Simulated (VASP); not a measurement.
# Sn4Se3S (I4/mmm) in VASP: a series of runs

The runs below take Sn4Se3S through single point, with PBE.

Program: VASP 6.6.1. These are calculated values, not measurements. Logs are shortened: lines on timing, memory, paths and dates and some standing lists are left out, and cuts for length are marked.

## 1. The cell of the first run

The structure is tetragonal, space group I4/mmm (No. 139). Conventional cell: a = 6.014 Å, b = 6.014 Å, c = 12.016 Å, α = 90.00°, β = 90.00°, γ = 90.00°. Within 4.0 Å of Sn (site symmetry mmm) lie 4 Se at 3.00 to 3.01 Å and 2 S at 3.01 Å. Sn (site symmetry 4mm) has 1 S at 2.92 Å and 5 Se at 3.01 to 3.08 Å within 3.9 Å. Se (site symmetry -4m2) has 6 Sn at 3.00 to 3.01 Å within 4.0 Å. Within 4.0 Å of Se (site symmetry 4/mmm) lie 6 Sn at 3.01 to 3.08 Å. Within 3.9 Å of S (site symmetry 4/mmm) lie 6 Sn at 2.92 to 3.01 Å.

## 2. Single point, PBE

Contents of INCAR:

```
ALGO = Normal
EDIFF = 1E-7
ENCUT = 520
GGA = PE
ISIF = 2
ISMEAR = 0
LASPH = True
LCHARG = False
LREAL = False
LWAVE = False
NBANDS = 50
NELM = 100
PREC = Accurate
SIGMA = 0.1
```

Contents of KPOINTS:

```
k-points
0
Gamma
  4 4 4
```

Contents of POSCAR:

```
Sn4Se3S
1.0
   -3.0069103000      3.0069103000      6.0081416000
    3.0069103000     -3.0069103000      6.0081416000
    3.0069103000      3.0069103000     -6.0081416000
Sn Se S
4 3 1
Direct
    0.5000000000      0.0000000000      0.5000000000
    0.2567230000      0.2567230000      0.0000000000
    0.0000000000      0.5000000000      0.5000000000
    0.7432770000      0.7432770000      0.0000000000
    0.7500000000      0.2500000000      0.5000000000
    0.2500000000      0.7500000000      0.5000000000
    0.0000000000      0.0000000000      0.0000000000
    0.5000000000      0.5000000000      0.0000000000
```

Potentials or basis: VASP PAW PBE potentials, release 64 (Sn_d, Se, S).

On the command line:

```bash
$ cat potpaw_PBE.64/Sn_d/POTCAR potpaw_PBE.64/Se/POTCAR potpaw_PBE.64/S/POTCAR > POTCAR
$ mpirun -np 1 vasp_std > vasp.out
```

OUTCAR:

```text
EDIFF = 1E-7
   ENCUT = 520
   GGA = PE
   ISIF = 2
   ISMEAR = 0
   LASPH = True
   LREAL = False
   NELM = 100
   PREC = Accurate

 ion  position               nearest neighbor table
   1  0.500  0.000  0.500-   5 3.00   6 3.00   7 3.01   8 3.01   8 3.01   7 3.01
   2  0.257  0.257  0.000-   8 2.92   6 3.01   5 3.01   6 3.01   5 3.01   7 3.08
   3  0.000  0.500  0.500-   5 3.00   6 3.00   7 3.01   8 3.01   7 3.01   8 3.01
   4  0.743  0.743  0.000-   8 2.92   5 3.01   6 3.01   5 3.01   6 3.01   7 3.08
   5  0.750  0.250  0.500-   1 3.00   3 3.00   2 3.01   4 3.01   2 3.01   4 3.01
   6  0.250  0.750  0.500-   1 3.00   3 3.00   2 3.01   4 3.01   2 3.01   4 3.01
   7  0.000  0.000  0.000-   1 3.01   3 3.01   3 3.01   1 3.01   2 3.08   4 3.08
   8  0.500  0.500  0.000-   2 2.92   4 2.92   3 3.01   1 3.01   1 3.01   3 3.01

  LATTYP: Found a body centered tetragonal cell.
 ALAT       =     6.0138206000
 C/A-ratio  =     1.9981113504

  Lattice vectors:

 A1 = (  -3.0069103000,   3.0069103000,   6.0081416000)
 A2 = (   3.0069103000,  -3.0069103000,   6.0081416000)
 A3 = (   3.0069103000,   3.0069103000,  -6.0081416000)

Analysis of symmetry for initial positions (statically):
=====================================================================
 Subroutine PRICEL returns:
 Original cell was already a primitive cell.

 Routine SETGRP: Setting up the symmetry group for a
 body centered tetragonal supercell.

 Subroutine GETGRP returns: Found 16 space group operations
 (whereof 16 operations were pure point group operations)
 out of a pool of 16 trial point group operations.

The static configuration has the point symmetry D_4h.

Analysis of symmetry for dynamics (positions and initial velocities):
=====================================================================
 Subroutine PRICEL returns:
 Original cell was already a primitive cell.

 Routine SETGRP: Setting up the symmetry group for a
 body centered tetragonal supercell.

 Subroutine GETGRP returns: Found 16 space group operations
 (whereof 16 operations were pure point group operations)
 out of a pool of 16 trial point group operations.

The dynamic configuration has the point symmetry D_4h.

 Subroutine INISYM returns: Found 16 space group operations
 (whereof 16 operations are pure point group operations),
 and found     1 'primitive' translations

----------------------------------------------------------------------------------------

                                     Primitive cell

  volume of cell :     217.2907

  direct lattice vectors                    reciprocal lattice vectors
    -3.006910300  3.006910300  6.008141600     0.000000000  0.166283643  0.083220409
     3.006910300 -3.006910300  6.008141600     0.166283643  0.000000000  0.083220409
     3.006910300  3.006910300 -6.008141600     0.166283643  0.166283643  0.000000000

  length of vectors
     7.360759783  7.360759783  7.360759783     0.185945924  0.185945924  0.235160584

  position of ions in fractional coordinates (direct lattice)
     0.500000000  0.000000000  0.500000000
     0.256723000  0.256723000  0.000000000
     0.000000000  0.500000000  0.500000000
     0.743277000  0.743277000  0.000000000
     0.750000000  0.250000000  0.500000000
     0.250000000  0.750000000  0.500000000
     0.000000000  0.000000000  0.000000000
     0.500000000  0.500000000  0.000000000

  ion indices of the primitive-cell ions
   primitive index   ion index
                 1           1
                 2           2
                 3           3
                 4           4
                 5           5
                 6           6
                 7           7
                 8           8

----------------------------------------------------------------------------------------

 KPOINTS: k-points

Automatic generation of k-mesh.
 Grid dimensions read from file:
 generate k-points for:    4    4    4

 Generating k-lattice:

  Cartesian coordinates                     Fractional coordinates (reciprocal lattice)
     0.000000000  0.041570911  0.020805102     0.250000000 -0.000000000  0.000000000
     0.041570911  0.000000000  0.020805102    -0.000000000  0.250000000  0.000000000
     0.041570911  0.041570911  0.000000000     0.000000000  0.000000000  0.250000000

  Length of vectors
     0.046486481  0.046486481  0.058790146

  Shift w.r.t. Gamma in fractional coordinates (k-lattice)
     0.000000000  0.000000000  0.000000000

 Subroutine IBZKPT returns following result:
 ===========================================

 Found     13 irreducible k-points:

 Following reciprocal coordinates:
            Coordinates               Weight
  0.000000  0.000000  0.000000      1.000000
  0.250000  0.000000  0.000000      8.000000
  0.500000  0.000000  0.000000      4.000000
  0.250000  0.250000  0.000000      8.000000
  0.500000  0.250000 -0.000000     16.000000
 -0.250000  0.250000  0.000000      4.000000
  0.500000  0.500000  0.000000      2.000000
  0.250000  0.250000  0.250000      2.000000
 -0.250000  0.250000  0.250000      4.000000
  0.500000  0.500000  0.250000      4.000000
 -0.250000  0.500000  0.250000      8.000000
 -0.250000 -0.250000  0.250000      2.000000
  0.500000  0.500000  0.500000      1.000000
   k-points           NKPTS =     13   k-points in BZ     NKDIM =     13   number of bands    NBANDS=     50
   number of dos      NEDOS =    301   number of ions     NIONS =      8
   total plane-waves  NPLWV = 175616
   dimension x,y,z NGX =    56 NGY =   56 NGZ =   56
   dimension x,y,z NGXF=   112 NGYF=  112 NGZF=  112
   ions per type =               4   3   1
   NGX,Y,Z   is equivalent  to a cutoff of  12.65, 12.65, 12.65 a.u.
   NGXF,Y,Z  is equivalent  to a cutoff of  25.30, 25.30, 25.30 a.u.
 SYSTEM =  unknown system
   PREC   = accura    normal or accurate (medium, high low for compatibility)
   ISTART =      0    job   : 0-new  1-cont  2-samecut
   ICHARG =      2    charge: 1-file 2-atom 10-const
   ISPIN  =      1    spin polarized calculation?
   LNONCOLLINEAR =      F non collinear calculations
   LSORBIT =      F    spin-orbit coupling
   LASPH  =      T    aspherical Exc in radial PAW
   ENCUT  =  520.0 eV  38.22 Ry    6.18 a.u.  13.69 13.69 13.69*2*pi/ulx,y,z
   NELM   =    100;   NELMIN=  2; NELMDL= -5     # of ELM steps
   EDIFF  = 0.1E-06   stopping-criterion for ELM
   LREAL  =      F    real-space projection
   EDIFFG = 0.1E-05   stopping-criterion for IOM
   NSW    =      0    number of steps for IOM
   IBRION =     -1    ionic relax: 0-MD 1-quasi-New 2-CG
   NFREE  =      0    steps in history (QN), initial steepest desc. (CG)
   ISIF   =      2    stress and relaxation
   ISYM   =      2    0-nonsym 1-usesym 2-fastsym
   POTIM  = 0.5000    time-step for ionic-motion
   TEBEG  =    0.0;   TEEND  =   0.0 temperature during run
   PSTRESS=    0.0 pullay stress
   NELECT =      80.0000    total number of electrons
   NUPDOWN=      -1.0000    fix difference up-down
   EMIN   =  10.00;   EMAX   =-10.00  energy-range for DOS
   EFERMI =   0.00;   METHOD = LEGACY
   ISMEAR =     0;   SIGMA  =   0.10  broadening in eV -4-tet -1-fermi 0-gaus
   EFERMI_NEDOS =   21; number of points for ismear=-14 and -15
   IALGO  =     38    algorithm
   IMIX   =      4    mixing-type and parameters
     AMIX     =   0.40;   BMIX     =  1.00
     AMIX_MAG =   1.60;   BMIX_MAG =  1.00
  volume/ion in A,a.u.               =      27.16       183.29
  Fermi-wavevector in a.u.,A,eV,Ry     =   1.173342  2.217294 18.731555  1.376730
  Thomas-Fermi vector in A             =   2.309756
   LORBIT       =      0    0 simple, 1 ext, 2 COOP (PROOUT), +10 PAW based schemes
   GGA     = PE    functional components
   LHFCALC =     F    Hartree Fock is set to
   AEXX    =    0.0000 exact exchange contribution
   IVDW    =     0    specifies the selected vdW correction
   LEPSILON=     F    determine dielectric tensor
   LRPA    =     F    only Hartree local field effects (RPA)
 non-spin polarized calculation
 Gauss-broadening in eV      SIGMA  =   0.10
  energy-cutoff  :      520.00
  volume of cell :      217.29
 maximum number of plane-waves:      5880
 NGX is ok and might be reduce to    56

 number of electron      79.9999989 magnetization

 Free energy of the ion-electron system (eV)
  ---------------------------------------------------
  ext. energy  EPLUGINS =         0.00000000
  ---------------------------------------------------
  free energy    TOTEN  =       -33.33450744 eV

  energy without entropy =      -33.33448285  energy(sigma->0) =      -33.33449514

 E-fermi :   5.8361     XC(G=0):  -9.5477

 val. band max:        5.6122445193   @ k =   0.5000   0.5000   0.0000
 cond. band min:       6.0625881343   @ k =   0.5000   0.5000   0.0000
 fundamental gap:      0.4503436150
 Fermi energy:         5.8361321552

 k-point     1 :       0.0000    0.0000    0.0000
  band No.  band energies     occupation
      1     -16.0797      2.00000
      2     -16.0743      2.00000
      3     -16.0704      2.00000
      4     -16.0687      2.00000
      5     -16.0618      2.00000
      6     -16.0618      2.00000
[... 42 lines left out ...]
     49      10.3766      0.00000
     50      10.3767      0.00000

 k-point     2 :       0.2500    0.0000    0.0000
  band No.  band energies     occupation
      1     -16.0757      2.00000
      2     -16.0712      2.00000
      3     -16.0698      2.00000
      4     -16.0655      2.00000
      5     -16.0624      2.00000
      6     -16.0602      2.00000
[... 42 lines left out ...]
     49       9.6033      0.00000
     50       9.6937      0.00000

 k-point     3 :       0.5000    0.0000    0.0000
  band No.  band energies     occupation
      1     -16.0706      2.00000
      2     -16.0676      2.00000
      3     -16.0659      2.00000
      4     -16.0634      2.00000
      5     -16.0629      2.00000
      6     -16.0603      2.00000
[... 519 lines left out ...]
     49       9.9410      0.00000
     50      10.4820      0.00000

 k-point    13 :       0.5000    0.5000    0.5000
  band No.  band energies     occupation
      1     -16.0813      2.00000
      2     -16.0812      2.00000
      3     -16.0679      2.00000
      4     -16.0667      2.00000
      5     -16.0654      2.00000
      6     -16.0654      2.00000
[... 42 lines left out ...]
     49      10.0963      0.00000
     50      10.0963      0.00000

------------------------ aborting loop because EDIFF is reached ----------------------------------------

  FORCE on cell =-STRESS in cart. coord.  units (eV):
  Direction    XX          YY          ZZ          XY          YZ          ZX
  --------------------------------------------------------------------------------------
  -------------------------------------------------------------------------------------
  Total        0.0488673      0.0488673     -0.8600161      0.0000000     -0.0000000     -0.0000000
  in kB        0.3603192      0.3603192     -6.3412676      0.0000000     -0.0000000     -0.0000000
  external PRESSURE =      -1.8735431 kB  Pullay stress =       0.0000000 kB

 VOLUME and BASIS-vectors are now :
 -----------------------------------------------------------------------------
  energy-cutoff  :      520.00
  volume of cell :      217.29
      direct lattice vectors                 reciprocal lattice vectors
    -3.006910300  3.006910300  6.008141600     0.000000000  0.166283643  0.083220409
     3.006910300 -3.006910300  6.008141600     0.166283643  0.000000000  0.083220409
     3.006910300  3.006910300 -6.008141600     0.166283643  0.166283643  0.000000000

 POSITION                                       TOTAL-FORCE (eV/Angst)
 -----------------------------------------------------------------------------------
      0.00000      3.00691      0.00000        -0.000000     -0.000000     -0.000000
      0.00000      0.00000      3.08486        -0.000000     -0.000000      0.004916
      3.00691      0.00000      0.00000        -0.000000     -0.000000     -0.000000
      0.00000      0.00000      8.93143         0.000000      0.000000     -0.004916
     -0.00000      3.00691      3.00407        -0.000000     -0.000000     -0.000000
      3.00691     -0.00000      3.00407        -0.000000     -0.000000     -0.000000
      0.00000      0.00000      0.00000        -0.000000     -0.000000     -0.000000
      0.00000      0.00000      6.00814        -0.000000     -0.000000     -0.000000
 -----------------------------------------------------------------------------------
    total drift:                                0.000000      0.000000     -0.000000

  FREE ENERGIE OF THE ION-ELECTRON SYSTEM (eV)
  ---------------------------------------------------
  free  energy   TOTEN  =       -33.3345074378 eV

  energy  without entropy=      -33.3344828459  energy(sigma->0) =      -33.33449514
```

Run time: 7.3 min. Hardware: 1 thread of Intel Xeon 8259CL, shared host; peak memory 0.5 GiB.

What came out:

| Quantity | Value |
| --- | --- |
| Free energy | -33.3345 eV |
| Pressure | -0.2 GPa |
| Largest force | 0.005 eV/Å |
| Band gap on the k mesh | 0.45 eV |

Forces in eV/Å, atoms in the order of the input:
```
Sn   0.000  0.000  0.000
Sn   0.000  0.000  0.005
Sn   0.000  0.000  0.000
Sn   0.000  0.000 -0.005
Se   0.000  0.000  0.000
Se   0.000  0.000  0.000
Se   0.000  0.000  0.000
S    0.000  0.000  0.000
```

Caveat: spin-orbit coupling is left out, which moves the levels of the heavy elements. A k mesh can miss the band edges.

## 3. Single point, PBE

This run uses another cell than the first one, of the same volume but with other edges.

Contents of INCAR:

```
  ALGO = Normal
  EDIFF = 1E-7
  ENCUT = 520
  GGA = PE
  ISIF = 2
  ISMEAR = 0
  LASPH = True
  LCHARG = True
  LELF = True
  LREAL = False
  LVHAR = True
  LWAVE = False
  NBANDS = 50
  NELM = 100
  PREC = Accurate
  SIGMA = 0.2
```

KPOINTS is that of step 2.

Contents of POSCAR:

```
Sn4Se3S
1.0
    6.0138206000      0.0000000000      0.0000000000
    0.0000000000      6.0138206000      0.0000000000
   -3.0069103000     -3.0069103000      6.0081416000
Sn Se S
4 3 1
Direct
    0.0000000000      0.5000000000      0.0000000000
    0.2567230000      0.2567230000      0.5134460000
    0.5000000000      0.0000000000      0.0000000000
    0.7432770000      0.7432770000      0.4865540000
    0.2500000000      0.7500000000      0.5000000000
    0.7500000000      0.2500000000      0.5000000000
    0.0000000000      0.0000000000      0.0000000000
    0.5000000000      0.5000000000      1.0000000000
```

Potentials or basis: VASP PAW PBE potentials, release 64 (Sn_d, Se, S).

On the command line:

```bash
$ cat potpaw_PBE.64/Sn_d/POTCAR potpaw_PBE.64/Se/POTCAR potpaw_PBE.64/S/POTCAR > POTCAR
$ mpirun -np 1 vasp_std > vasp.out
```

Wall time 5.5 min (1 thread of Intel Xeon 8259CL, shared host); peak memory 0.41 GiB.

The run converged. Its results:

```
Free energy            : -33.3351 eV
Pressure               : -0.2 GPa
Largest force          : 0.005 eV/Å
Band gap on the k mesh : 0.45 eV
```

Forces in eV/Å, atoms in the order of the input:
```
Sn   0.000  0.000  0.000
Sn   0.000  0.000  0.005
Sn   0.000  0.000  0.000
Sn   0.000  0.000 -0.005
Se   0.000  0.000  0.000
Se   0.000  0.000  0.000
Se   0.000  0.000  0.000
S    0.000  0.000  0.000
```

Stress tensor (GPa, compression positive):
```
 0.05  0.00  0.00
 0.00  0.05  0.00
 0.00  0.00 -0.62
```

Levels at points of the mesh, in eV from the valence-band top:
```
           k point  band 38  band 39  band 40  band 41  band 42  band 43
(0.00, 0.00, 0.00)    -2.26    -0.97    -0.83     1.49     1.51     3.06
(0.50, 0.00, 0.00)    -1.12    -0.98    -0.86     1.28     1.31     1.56
(0.50, 0.50, 0.00)    -0.61    -0.06     0.00     0.45     0.49     1.07
(0.00, 0.00, 0.50)    -3.01    -1.76    -1.68     1.95     2.10     3.03
```

Caveat: spin-orbit coupling is left out, which moves the levels of the heavy elements. A k mesh can miss the band edges.
